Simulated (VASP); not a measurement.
# GeSb4Te7 (P-3m1) in VASP: notebook, part 3 of 3

VASP 6.6.1. Earlier steps stand in the parts before.

### 7 Single point, PBEsol

This run uses another cell than the first one, of 33.37 Å³/atom, 0.981 times its volume.

INCAR reads:

```
PREC = Accurate
ENCUT = 520
EDIFF = 1E-6
ISMEAR = -1
SIGMA = 0.05
LREAL = F
LASPH = T
NELM = 100
ALGO = Normal
ISIF = 2
LWAVE = F
LCHARG = F
GGA = PS
NBANDS = 50
```

KPOINTS reads:

```
regular mesh
0
Gamma
  7 7 2
```

POSCAR reads:

```
GeSb4Te7
1.0
    4.3177070482      0.0000000000      0.0000000000
   -2.1588535241      3.7392439898      0.0000000000
    0.0000000000      0.0000000000     24.8009473009
Te Sb Ge
7 4 1
Direct
    0.0000000000      0.0000000000      0.2810217100
    0.0000000000      0.0000000000      0.0000000000
    0.3333333333      0.6666666667      0.5686057000
    0.6666666667      0.3333333333      0.4313943000
    0.0000000000      0.0000000000      0.7189782900
    0.6666666667      0.3333333333      0.1502681300
    0.3333333333      0.6666666667      0.8497318700
    0.6666666667      0.3333333333      0.6502485000
    0.3333333333      0.6666666667      0.0811013800
    0.3333333333      0.6666666667      0.3497515000
    0.6666666667      0.3333333333      0.9188986200
    0.0000000000      0.0000000000      0.5000000000
```

Potentials or basis: VASP PAW PBE potentials, release 64 (Te, Sb, Ge_d).

The run is started by

```
cat potpaw_PBE.64/Te/POTCAR potpaw_PBE.64/Sb/POTCAR potpaw_PBE.64/Ge_d/POTCAR > POTCAR
mpirun -np 1 vasp_std > vasp.out
```

OUTCAR:

```text
PREC = Accurate
   ENCUT = 520
   EDIFF = 1E-6
   ISMEAR = -1
   LREAL = F
   LASPH = T
   NELM = 100
   ISIF = 2
   GGA = PS

 ion  position               nearest neighbor table
   1  0.000  0.000  0.281-  10 3.02  10 3.02  10 3.02
   2  0.000  0.000  0.000-   9 3.20  11 3.20   9 3.20  11 3.20  11 3.20   9 3.20
   3  0.333  0.667  0.569-  12 3.02  12 3.02  12 3.02   8 3.21   8 3.21   8 3.21
   4  0.667  0.333  0.431-  12 3.02  12 3.02  12 3.02  10 3.21  10 3.21  10 3.21
   5  0.000  0.000  0.719-   8 3.02   8 3.02   8 3.02
   6  0.667  0.333  0.150-   9 3.03   9 3.03   9 3.03
   7  0.333  0.667  0.850-  11 3.03  11 3.03  11 3.03
   8  0.667  0.333  0.650-   5 3.02   5 3.02   5 3.02   3 3.21   3 3.21   3 3.21
   9  0.333  0.667  0.081-   6 3.03   6 3.03   6 3.03   2 3.20   2 3.20   2 3.20
  10  0.333  0.667  0.350-   1 3.02   1 3.02   1 3.02   4 3.21   4 3.21   4 3.21
  11  0.667  0.333  0.919-   7 3.03   7 3.03   7 3.03   2 3.20   2 3.20   2 3.20
  12  0.000  0.000  0.500-   3 3.02   4 3.02   3 3.02   4 3.02   4 3.02   3 3.02

  LATTYP: Found a hexagonal cell.
 ALAT       =     4.3177070482
 C/A-ratio  =     5.7440088047

  Lattice vectors:

 A1 = (   4.3177070482,   0.0000000000,   0.0000000000)
 A2 = (  -2.1588535241,   3.7392439898,   0.0000000000)
 A3 = (   0.0000000000,   0.0000000000,  24.8009473009)

Analysis of symmetry for initial positions (statically):
=====================================================================
 Subroutine PRICEL returns:
 Original cell was already a primitive cell.

 Routine SETGRP: Setting up the symmetry group for a
 hexagonal supercell.

 Subroutine GETGRP returns: Found 12 space group operations
 (whereof 12 operations were pure point group operations)
 out of a pool of 24 trial point group operations.

The static configuration has the point symmetry D_3d.

Analysis of symmetry for dynamics (positions and initial velocities):
=====================================================================
[... 150 lines left out ...]
   LEPSILON=     F    determine dielectric tensor
   LRPA    =     F    only Hartree local field effects (RPA)
 non-spin polarized calculation
  energy-cutoff  :      520.00
  volume of cell :      400.41
 maximum number of plane-waves:     10804
   NGX = 17   NGY = 17   NGZ = 93

 number of electron      76.0000000 magnetization

 Free energy of the ion-electron system (eV)
  ---------------------------------------------------
  ext. energy  EPLUGINS =         0.00000000
  ---------------------------------------------------
  free energy    TOTEN  =       -49.03427324 eV

  energy without entropy =      -49.03380024  energy(sigma->0) =      -49.03403674

 E-fermi :   5.6172     XC(G=0):  -9.1913

 val. band max:        5.4201609289   @ k =   0.0000   0.0000   0.5000
 cond. band min:       5.7900059690   @ k =   0.0000   0.0000   0.5000
 fundamental gap:      0.3698450401
 Fermi energy:         5.6172057345

 k-point     1 :       0.0000    0.0000    0.0000
  band No.  band energies     occupation
      1     -19.2134      2.00000
      2     -19.2134      2.00000
      3     -19.2104      2.00000
      4     -19.2072      2.00000
      5     -19.2072      2.00000
      6      -7.3475      2.00000
[... 837 lines left out ...]
     49       9.0811      0.00000
     50       9.1604      0.00000

------------------------ aborting loop because EDIFF is reached ----------------------------------------

  FORCE on cell =-STRESS in cart. coord.  units (eV):
  Direction    XX          YY          ZZ          XY          YZ          ZX
  --------------------------------------------------------------------------------------
  -------------------------------------------------------------------------------------
  Total       -6.0007823     -6.0007823     -6.2787547      0.0000000      0.0000000      0.0000000
  in kB      -24.0111638    -24.0111638    -25.1234254      0.0000000      0.0000000      0.0000000
  external PRESSURE =     -24.3819176 kB  Pullay stress =       0.0000000 kB

 VOLUME and BASIS-vectors are now :
 -----------------------------------------------------------------------------
  energy-cutoff  :      520.00
  volume of cell :      400.41
      direct lattice vectors                 reciprocal lattice vectors
     4.317707048  0.000000000  0.000000000     0.231604412  0.133716869  0.000000000
    -2.158853524  3.739243990  0.000000000     0.000000000  0.267433739  0.000000000
     0.000000000  0.000000000 24.800947301     0.000000000  0.000000000  0.040321040

 POSITION                                       TOTAL-FORCE (eV/Angst)
 -----------------------------------------------------------------------------------
      0.00000      0.00000      6.96960        -0.000000     -0.000000      0.131043
      0.00000      0.00000      0.00000        -0.000000      0.000000     -0.000000
     -0.00000      2.49283     14.10196         0.000000     -0.000000      0.005229
      2.15885      1.24641     10.69899        -0.000000      0.000000     -0.005229
      0.00000      0.00000     17.83134         0.000000     -0.000000     -0.131043
      2.15885      1.24641      3.72679         0.000000      0.000000     -0.145372
     -0.00000      2.49283     21.07416        -0.000000      0.000000      0.145372
      2.15885      1.24641     16.12678        -0.000000      0.000000     -0.020293
     -0.00000      2.49283      2.01139         0.000000      0.000000     -0.045039
     -0.00000      2.49283      8.67417         0.000000      0.000000      0.020293
      2.15885      1.24641     22.78956         0.000000     -0.000000      0.045039
      0.00000      0.00000     12.40047        -0.000000      0.000000     -0.000000
 -----------------------------------------------------------------------------------
    total drift:                                0.000000      0.000000      0.000000

  FREE ENERGIE OF THE ION-ELECTRON SYSTEM (eV)
  ---------------------------------------------------
  free  energy   TOTEN  =       -49.0342732447 eV

  energy  without entropy=      -49.0338002390  energy(sigma->0) =      -49.03403674
```

OSZICAR:

```text
N       E                     dE             d eps       ncg     rms          rms(c)
DAV:   1     0.555123565351E+03    0.55512E+03   -0.27177E+04  1734   0.151E+03
DAV:   2     0.368028001156E+02   -0.51832E+03   -0.49627E+03  1802   0.315E+02
DAV:   3    -0.440190819574E+02   -0.80822E+02   -0.77218E+02  1924   0.121E+02
DAV:   4    -0.492117060557E+02   -0.51926E+01   -0.50605E+01  1916   0.333E+01
DAV:   5    -0.494291714489E+02   -0.21747E+00   -0.21646E+00  2376   0.691E+00    0.120E+01
DAV:   6    -0.490434951936E+02    0.38568E+00   -0.64702E-01  2096   0.335E+00    0.825E+00
DAV:   7    -0.491267929743E+02   -0.83298E-01   -0.89923E-01  2060   0.403E+00    0.193E+00
DAV:   8    -0.490495062271E+02    0.77287E-01   -0.43604E-01  2152   0.348E+00    0.111E+00
DAV:   9    -0.490333355406E+02    0.16171E-01   -0.75396E-02  1984   0.134E+00    0.695E-01
DAV:  10    -0.490342277955E+02   -0.89225E-03   -0.30698E-02  1920   0.537E-01    0.376E-01
DAV:  11    -0.490342241378E+02    0.36577E-05   -0.17680E-03  2146   0.209E-01    0.154E-01
DAV:  12    -0.490342954168E+02   -0.71279E-04   -0.88628E-04  2048   0.121E-01    0.678E-02
DAV:  13    -0.490342753400E+02    0.20077E-04   -0.10208E-04  2004   0.493E-02    0.331E-02
DAV:  14    -0.490342739547E+02    0.13852E-05   -0.36179E-05  2424   0.253E-02    0.896E-03
DAV:  15    -0.490342736393E+02    0.31542E-06   -0.10225E-05  2002   0.132E-02    0.691E-03
DAV:  16    -0.490342732447E+02    0.39461E-06   -0.79711E-07   970   0.377E-03
   1 F= -.49034273E+02 E0= -.49034037E+02  d E =-.473006E-03
```

Run time: 6.3 min. Hardware: 1 thread of Oxide Virtual Turin-like, shared host; peak memory 0.58 GiB.

What came out:

| Item | Value |
| --- | --- |
| Free energy | -49.0343 eV |
| Pressure | -2.4 GPa |
| Largest force | 0.145 eV/Å |
| Band gap on the k mesh | 0.37 eV, direct |

Forces on the atoms (eV/Å):
```
Te   0.000  0.000  0.131
Te   0.000  0.000  0.000
Te   0.000  0.000  0.005
Te   0.000  0.000 -0.005
Te   0.000  0.000 -0.131
Te   0.000  0.000 -0.145
Te   0.000  0.000  0.145
Sb   0.000  0.000 -0.020
Sb   0.000  0.000 -0.045
Sb   0.000  0.000  0.020
Sb   0.000  0.000  0.045
Ge   0.000  0.000  0.000
```

Caveat: the PAW data sets were made with another functional, which shifts forces and pressure a little; spin-orbit coupling is left out, which moves the levels of the heavy elements; this functional lacks dispersion, which binds the layers, so the pressure and a relaxed spacing across them are unreliable.

### 8 Summary

| cell | gap on the mesh (eV) | pressure (GPa) | largest force (eV/Å) |
| --- | --- | --- | --- |
| a = 4.346, b = 4.346, c = 24.962 Å, angles 90.0, 90.0, 120.0°, 12 atoms | 0.38 | -3.2 | 0.28 |
| a = 4.373, b = 4.373, c = 25.121 Å, angles 90.0, 90.0, 120.0°, 12 atoms | 0.39 | -3.9 | 0.40 |
| a = 4.261, b = 4.261, c = 24.472 Å, angles 90.0, 90.0, 120.0°, 12 atoms | 0.35 | -0.6 | 0.17 |
| a = 4.289, b = 4.289, c = 24.638 Å, angles 90.0, 90.0, 120.0°, 12 atoms | 0.36 | -1.6 | 0.10 |
| a = 4.318, b = 4.318, c = 24.801 Å, angles 90.0, 90.0, 120.0°, 12 atoms | 0.37 | -2.4 | 0.15 |

Alike in all rows: task single point; level PBEsol; potentials or basis VASP PAW PBE potentials, release 64 (Te, Sb, Ge_d); no spin polarisation; k mesh 7 × 7 × 2; cutoff (eV) 520; smearing fermi-dirac 0.05 eV.

Caveats: the PAW data sets were made with another functional, which shifts forces and pressure a little; spin-orbit coupling is left out, which moves the levels of the heavy elements; this functional lacks dispersion, which binds the layers, so the pressure and a relaxed spacing across them are unreliable.

Absolute energies hang on the potentials; compare differences alone.
